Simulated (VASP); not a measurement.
# Cu (P6_3/mmc) in VASP: further runs

Runs on Cu. Level: PBE. Tasks: single point.

All numbers are computed with VASP 6.6.1; they aren't measurements. Logs are shortened: lines on timing, memory, paths and dates and some standing lists are left out, and cuts for length are marked.

**1. The cell of the first run**

It takes space group P6_3/mmc (No. 194, hexagonal). Conventional cell: a = 2.465 Å, b = 2.465 Å, c = 4.315 Å, α = 90.00°, β = 90.00°, γ = 120.00°. Within 3.3 Å of Cu (site symmetry -6m2) lie 12 Cu at 2.47 to 2.58 Å.

**2. Single point, PBE (biaxial strain in the a-b plane: -4.0 %, then relaxed in part)**

INCAR

```
ALGO = Fast
EDIFF = 1E-6
ENCUT = 520
GGA = PE
ISIF = 2
ISMEAR = 0
LASPH = T
LCHARG = T
LELF = T
LREAL = F
LVHAR = T
LWAVE = F
NBANDS = 18
NELM = 80
PREC = Accurate
SIGMA = 0.1
```

KPOINTS

```
k-points
0
Gamma
  24 24 12
```

POSCAR

```
Cu
1.0
    2.4652899579      0.0000000000      0.0000000000
   -1.2326449789      2.1350037312      0.0000000000
    0.0000000000      0.0000000000      4.3146997742
Cu
2
Direct
    0.3333333333      0.6666666667      0.2500000000
    0.6666666667      0.3333333333      0.7500000000
```

Potentials or basis: VASP PAW PBE potentials, release 64 (Cu).

On the command line:

```
> cat potpaw_PBE.64/Cu/POTCAR > POTCAR
> mpirun -np 1 vasp_std > vasp.out
```

OUTCAR:

```text
EDIFF = 1E-6
   ENCUT = 520
   GGA = PE
   ISIF = 2
   ISMEAR = 0
   LASPH = T
   LREAL = F
   NELM = 80
   PREC = Accurate

 ion  position               nearest neighbor table
   1  0.333  0.667  0.250-   2 2.58   2 2.58   2 2.58   2 2.58   2 2.58   2 2.58
   2  0.667  0.333  0.750-   1 2.58   1 2.58   1 2.58   1 2.58   1 2.58   1 2.58

  LATTYP: Found a hexagonal cell.
 ALAT       =     2.4652899579
 C/A-ratio  =     1.7501794304

  Lattice vectors:

 A1 = (   2.4652899579,   0.0000000000,   0.0000000000)
 A2 = (  -1.2326449789,   2.1350037312,   0.0000000000)
 A3 = (   0.0000000000,   0.0000000000,   4.3146997742)

Analysis of symmetry for initial positions (statically):
=====================================================================
 Subroutine PRICEL returns:
 Original cell was already a primitive cell.

 Routine SETGRP: Setting up the symmetry group for a
 hexagonal supercell.

 Subroutine GETGRP returns: Found 24 space group operations
 (whereof 12 operations were pure point group operations)
 out of a pool of 24 trial point group operations.

The static configuration has the point symmetry D_3d.
 The point group associated with its full space group is D_6h.

Analysis of symmetry for dynamics (positions and initial velocities):
=====================================================================
 Subroutine PRICEL returns:
 Original cell was already a primitive cell.

 Routine SETGRP: Setting up the symmetry group for a
 hexagonal supercell.

 Subroutine GETGRP returns: Found 24 space group operations
 (whereof 12 operations were pure point group operations)
 out of a pool of 24 trial point group operations.

The dynamic configuration has the point symmetry D_3d.
 The point group associated with its full space group is D_6h.

 Subroutine INISYM returns: Found 24 space group operations
 (whereof 12 operations are pure point group operations),
 and found     1 'primitive' translations

----------------------------------------------------------------------------------------

                                     Primitive cell

  volume of cell :      22.7100

  direct lattice vectors                    reciprocal lattice vectors
     2.465289958  0.000000000  0.000000000     0.405631799  0.234191628  0.000000000
    -1.232644979  2.135003731  0.000000000     0.000000000  0.468383256  0.000000000
     0.000000000  0.000000000  4.314699774     0.000000000  0.000000000  0.231765836

  length of vectors
     2.465289958  2.465289958  4.314699774     0.468383256  0.468383256  0.231765836

  position of ions in fractional coordinates (direct lattice)
     0.333333333  0.666666667  0.250000000
     0.666666667  0.333333333  0.750000000

  ion indices of the primitive-cell ions
   primitive index   ion index
                 1           1
                 2           2

----------------------------------------------------------------------------------------

 KPOINTS: k-points

Automatic generation of k-mesh.
 Grid dimensions read from file:
 generate k-points for:   24   24   12

 Generating k-lattice:

  Cartesian coordinates                     Fractional coordinates (reciprocal lattice)
     0.016901325  0.009757985  0.000000000     0.041666667  0.000000000  0.000000000
     0.000000000  0.019515969  0.000000000     0.000000000  0.041666667  0.000000000
     0.000000000  0.000000000  0.019313820     0.000000000  0.000000000  0.083333333

  Length of vectors
     0.019515969  0.019515969  0.019313820

  Shift w.r.t. Gamma in fractional coordinates (k-lattice)
     0.000000000  0.000000000  0.000000000

 Subroutine IBZKPT returns following result:
 ===========================================

 Found    427 irreducible k-points:

 Following reciprocal coordinates:
            Coordinates               Weight
  0.000000  0.000000  0.000000      1.000000
  0.041667  0.000000  0.000000      6.000000
  0.083333 -0.000000  0.000000      6.000000
  0.125000 -0.000000  0.000000      6.000000
  0.166667 -0.000000  0.000000      6.000000
  0.208333 -0.000000  0.000000      6.000000
[... 16 lines left out ...]
  0.416667  0.041667  0.000000     12.000000
  0.458333  0.041667  0.000000     12.000000
 [... further k-points ...]
   k-points           NKPTS =    427   k-points in BZ     NKDIM =    427   number of bands    NBANDS=     18
   number of dos      NEDOS =    301   number of ions     NIONS =      2
   total plane-waves  NPLWV =  10368
   dimension x,y,z NGX =    18 NGY =   18 NGZ =   32
   dimension x,y,z NGXF=    36 NGYF=   36 NGZF=   64
   ions per type =               2
   NGX,Y,Z   is equivalent  to a cutoff of  12.14, 12.14, 12.33 a.u.
   NGXF,Y,Z  is equivalent  to a cutoff of  24.28, 24.28, 24.66 a.u.
 SYSTEM =  unknown system
   PREC   = accura    normal or accurate (medium, high low for compatibility)
   ISTART =      0    job   : 0-new  1-cont  2-samecut
   ICHARG =      2    charge: 1-file 2-atom 10-const
   ISPIN  =      1    spin polarized calculation?
   LNONCOLLINEAR =      F non collinear calculations
   LSORBIT =      F    spin-orbit coupling
   LASPH  =      T    aspherical Exc in radial PAW
   ENCUT  =  520.0 eV  38.22 Ry    6.18 a.u.   4.58  4.58  8.02*2*pi/ulx,y,z
   NELM   =     80;   NELMIN=  2; NELMDL= -5     # of ELM steps
   EDIFF  = 0.1E-05   stopping-criterion for ELM
   LREAL  =      F    real-space projection
   EDIFFG = 0.1E-04   stopping-criterion for IOM
   NSW    =      0    number of steps for IOM
   IBRION =     -1    ionic relax: 0-MD 1-quasi-New 2-CG
   NFREE  =      0    steps in history (QN), initial steepest desc. (CG)
   ISIF   =      2    stress and relaxation
   ISYM   =      2    0-nonsym 1-usesym 2-fastsym
   POTIM  = 0.5000    time-step for ionic-motion
   TEBEG  =    0.0;   TEEND  =   0.0 temperature during run
   PSTRESS=    0.0 pullay stress
   NELECT =      22.0000    total number of electrons
   NUPDOWN=      -1.0000    fix difference up-down
   EMIN   =  10.00;   EMAX   =-10.00  energy-range for DOS
   EFERMI =   0.00;   METHOD = LEGACY
   ISMEAR =     0;   SIGMA  =   0.10  broadening in eV -4-tet -1-fermi 0-gaus
   EFERMI_NEDOS =   21; number of points for ismear=-14 and -15
   IALGO  =     68    algorithm
   IMIX   =      4    mixing-type and parameters
     AMIX     =   0.40;   BMIX     =  1.00
     AMIX_MAG =   1.60;   BMIX_MAG =  1.00
  volume/ion in A,a.u.               =      11.36        76.63
  Fermi-wavevector in a.u.,A,eV,Ry     =   1.619857  3.061086 35.700822  2.623936
  Thomas-Fermi vector in A             =   2.713890
   LORBIT       =      0    0 simple, 1 ext, 2 COOP (PROOUT), +10 PAW based schemes
   GGA     = PE    functional components
   LHFCALC =     F    Hartree Fock is set to
   AEXX    =    0.0000 exact exchange contribution
   IVDW    =     0    specifies the selected vdW correction
   LEPSILON=     F    determine dielectric tensor
   LRPA    =     F    only Hartree local field effects (RPA)
 non-spin polarized calculation
 RMM-DIIS sequential band-by-band and
 Gauss-broadening in eV      SIGMA  =   0.10
  energy-cutoff  :      520.00
  volume of cell :       22.71
 maximum number of plane-waves:       628
   NGX =  9   NGY =  9   NGZ = 17

 number of electron      21.9999993 magnetization

 Free energy of the ion-electron system (eV)
  ---------------------------------------------------
  ext. energy  EPLUGINS =         0.00000000
  ---------------------------------------------------
  free energy    TOTEN  =        -7.36233629 eV

  energy without entropy =       -7.35769626  energy(sigma->0) =       -7.36001628

 E-fermi :   8.1055     XC(G=0): -12.9521

 val. band max:        8.0853715042   @ k =   0.2500   0.2500   0.1667
 cond. band min:       8.1058267714   @ k =   0.5000  -0.0000   0.1667
 fundamental gap:      0.0204552672
 Fermi energy:         8.1055242124

 k-point     1 :       0.0000    0.0000    0.0000
  band No.  band energies     occupation
      1      -1.5706      2.00000
      2       2.6039      2.00000
      3       4.6738      2.00000
      4       4.9780      2.00000
      5       4.9780      2.00000
      6       5.1455      2.00000
[... 10 lines left out ...]
     17      32.0367      0.00000
     18      33.4570      0.00000

 k-point     2 :       0.0417    0.0000    0.0000
  band No.  band energies     occupation
      1      -1.5096      2.00000
      2       2.6445      2.00000
      3       4.6762      2.00000
      4       4.9714      2.00000
      5       5.0014      2.00000
      6       5.1316      2.00000
[... 10 lines left out ...]
     17      31.1808      0.00000
     18      33.8916      0.00000

 k-point     3 :       0.0833   -0.0000    0.0000
  band No.  band energies     occupation
      1      -1.3277      2.00000
      2       2.7624      2.00000
      3       4.6720      2.00000
      4       4.9623      2.00000
      5       5.0707      2.00000
      6       5.0952      2.00000
[... 10 lines left out ...]
     17      30.4443      0.00000
     18      34.0838      0.00000

 k-point     4 :       0.1250   -0.0000    0.0000
  band No.  band energies     occupation
      1      -1.0282      2.00000
      2       2.9449      2.00000
      3       4.6373      2.00000
      4       4.9526      2.00000
      5       4.9840      2.00000
      6       5.0734      2.00000
[... 10 lines left out ...]
     17      30.6143      0.00000
     18      32.5776      0.00000

 k-point     5 :       0.1667   -0.0000    0.0000
  band No.  band energies     occupation
      1      -0.6174      2.00000
      2       3.1671      2.00000
      3       4.5734      2.00000
      4       4.6488      2.00000
      5       4.8933      2.00000
      6       5.1413      2.00000
[... 10 lines left out ...]
     17      30.4640      0.00000
     18      31.1653      0.00000

 k-point     6 :       0.2083   -0.0000    0.0000
  band No.  band energies     occupation
      1      -0.1057      2.00000
      2       3.3846      2.00000
      3       4.3631      2.00000
      4       4.5154      2.00000
      5       4.8136      2.00000
      6       5.2813      2.00000
[... 10 lines left out ...]
     17      28.5404      0.00000
     18      30.9524      0.00000

 k-point     7 :       0.2500   -0.0000    0.0000
  band No.  band energies     occupation
      1       0.4892      2.00000
      2       3.5326      2.00000
      3       4.1252      2.00000
      4       4.5036      2.00000
      5       4.7583      2.00000
      6       5.2936      2.00000
[... 10 lines left out ...]
     17      27.1105      0.00000
     18      29.9610      0.00000

 k-point     8 :       0.2917   -0.0000    0.0000
  band No.  band energies     occupation
      1       1.1369      2.00000
      2       3.5677      2.00000
      3       3.9324      2.00000
      4       4.5272      2.00000
      5       4.7862      2.00000
      6       5.1854      2.00000
[... 10 lines left out ...]
     17      25.5281      0.00000
     18      29.3965      0.00000
[... 229 lines left out ...]
     17      26.5744      0.00000
     18      30.3002      0.00000

 k-point    20 :       0.2917    0.0417    0.0000
  band No.  band energies     occupation
      1       1.5044      2.00000
      2       3.5747      2.00000
      3       3.8527      2.00000
      4       4.5155      2.00000
      5       4.8358      2.00000
      6       5.1028      2.00000
[... 10 lines left out ...]
     17      24.8685      0.00000
     18      29.8829      0.00000

 k-point    21 :       0.3333    0.0417    0.0000
  band No.  band energies     occupation
      1       2.1223      2.00000
      2       3.5035      2.00000
      3       3.7250      2.00000
      4       4.5757      2.00000
      5       4.9637      2.00000
      6       5.0197      2.00000
[... 10 lines left out ...]
     17      23.3518      0.00000
     18      29.5904      0.00000

 k-point    22 :       0.3750    0.0417    0.0000
  band No.  band energies     occupation
      1       2.6146      2.00000
      2       3.4178      2.00000
      3       3.6331      2.00000
      4       4.7083      2.00000
      5       4.9514      2.00000
      6       5.0783      2.00000
[... 10 lines left out ...]
     17      22.6371      0.00000
     18      29.4259      0.00000

 k-point    23 :       0.4167    0.0417    0.0000
  band No.  band energies     occupation
      1       2.9281      2.00000
      2       3.3367      2.00000
      3       3.5739      2.00000
      4       4.8928      2.00000
      5       4.9026      2.00000
      6       5.1224      2.00000
[... 10 lines left out ...]
     17      22.2815      0.00000
     18      29.3292      0.00000

 k-point    24 :       0.4583    0.0417    0.0000
  band No.  band energies     occupation
      1       3.0871      2.00000
      2       3.2701      2.00000
      3       3.5450      2.00000
      4       4.8772      2.00000
      5       5.0481      2.00000
      6       5.1023      2.00000
[... 10 lines left out ...]
     17      22.1080      0.00000
     18      29.2232      0.00000

 [... further k-points ...]
[... 5 lines left out ...]
  --------------------------------------------------------------------------------------
  -------------------------------------------------------------------------------------
  Total        2.1839438      2.1839438      0.1891343      0.0000000     -0.0000000      0.0000000
  in kB      154.0759373    154.0759373     13.3433132      0.0000000     -0.0000000      0.0000000
  external PRESSURE =     107.1650626 kB  Pullay stress =       0.0000000 kB

 VOLUME and BASIS-vectors are now :
 -----------------------------------------------------------------------------
  energy-cutoff  :      520.00
  volume of cell :       22.71
      direct lattice vectors                 reciprocal lattice vectors
     2.465289958  0.000000000  0.000000000     0.405631799  0.234191628  0.000000000
    -1.232644979  2.135003731  0.000000000     0.000000000  0.468383256  0.000000000
     0.000000000  0.000000000  4.314699774     0.000000000  0.000000000  0.231765836

 POSITION                                       TOTAL-FORCE (eV/Angst)
 -----------------------------------------------------------------------------------
     -0.00000      1.42334      1.07867         0.000000      0.000000      0.000000
      1.23264      0.71167      3.23602        -0.000000      0.000000      0.000000
 -----------------------------------------------------------------------------------
    total drift:                               -0.000000      0.000000     -0.000000

  FREE ENERGIE OF THE ION-ELECTRON SYSTEM (eV)
  ---------------------------------------------------
  free  energy   TOTEN  =        -7.3623362921 eV

  energy  without entropy=       -7.3576962647  energy(sigma->0) =       -7.36001628
```

Wall time 70 s (1 thread of Intel Xeon 6975P-C (Granite Rapids), shared host); peak memory 0.24 GiB.

What came out:

```
Free energy            : -7.3623 eV
Pressure               : 10.7 GPa
Band gap on the k mesh : zero (band 11 reaches 12.61 eV, above the bottom of band 12 at 6.08 eV)
```

Levels at points of the mesh, in eV from the Fermi level:
```csv
k point,band 8,band 9,band 10,band 11,band 12,band 13,band 14,band 15
"(0.00, 0.00, 0.00)",-2.41,-2.41,-1.80,-1.80,-1.74,3.00,21.84,22.62
"(0.50, 0.00, 0.00)",-1.74,-1.59,-1.52,0.12,1.86,7.66,7.84,10.56
"(0.00, 0.00, 0.50)",-3.12,-2.02,-2.02,-2.02,-2.02,11.01,11.01,23.28
"(0.50, 0.00, 0.50)",-1.98,-1.55,-1.55,0.51,0.51,5.24,5.24,16.63
```

Caveat: the cell differs from its parent crystal (biaxial strain in the a-b plane: -4.0 %, then relaxed in part).

**3. Single point, PBE (biaxial strain in the a-b plane: -2.0 %, then relaxed in part)**

INCAR

```
PREC = Accurate ; ENCUT = 520
EDIFF = 1E-7 ; ISMEAR = 0
SIGMA = 0.1 ; LREAL = False
LASPH = True ; NELM = 80
ALGO = Fast ; ISIF = 2
LWAVE = False ; LCHARG = True
GGA = PE ; LELF = True
LVHAR = True ; NBANDS = 18
```

KPOINTS

```
Automatic mesh
0
Gamma
  24 24 12
```

POSCAR

```
Cu
1.0
    2.5166501653      0.0000000000      0.0000000000
   -1.2583250827      2.1794829756      0.0000000000
    0.0000000000      0.0000000000      4.2544830648
Cu
2
Direct
    0.3333333333      0.6666666667      0.2500000000
    0.6666666667      0.3333333333      0.7500000000
```

Potentials or basis: VASP PAW PBE potentials, release 64 (Cu).

On the command line:

```
> cat potpaw_PBE.64/Cu/POTCAR > POTCAR
> mpirun -np 1 vasp_std > vasp.out
```

Run time: 88 s. Hardware: 1 thread of Intel Xeon 6975P-C (Granite Rapids), shared host; peak memory 0.25 GiB.

It converged, with:

| Quantity | Value |
| --- | --- |
| Free energy | -7.4235 eV |
| Pressure | 4.6 GPa |
| Band gap on the k mesh | zero (band 11 reaches 12.00 eV, above the bottom of band 12 at 5.77 eV) |

Stress tensor (GPa, compression positive):
```
6.60 0.00 0.00
0.00 6.60 0.00
0.00 0.00 0.54
```

Levels at points of the mesh, in eV from the Fermi level:
```csv
k point,band 8,band 9,band 10,band 11,band 12,band 13,band 14,band 15
"(0.00, 0.00, 0.00)",-2.41,-2.41,-1.74,-1.74,-1.34,3.35,21.93,22.71
"(0.50, 0.00, 0.00)",-1.64,-1.59,-1.51,0.08,1.71,7.68,7.93,10.58
"(0.00, 0.00, 0.50)",-3.02,-1.96,-1.96,-1.96,-1.96,11.67,11.67,22.61
"(0.50, 0.00, 0.50)",-1.91,-1.54,-1.54,0.52,0.52,5.00,5.00,16.63
```

Caveat: the cell differs from its parent crystal (biaxial strain in the a-b plane: -2.0 %, then relaxed in part).

[end of part 1 of 2]
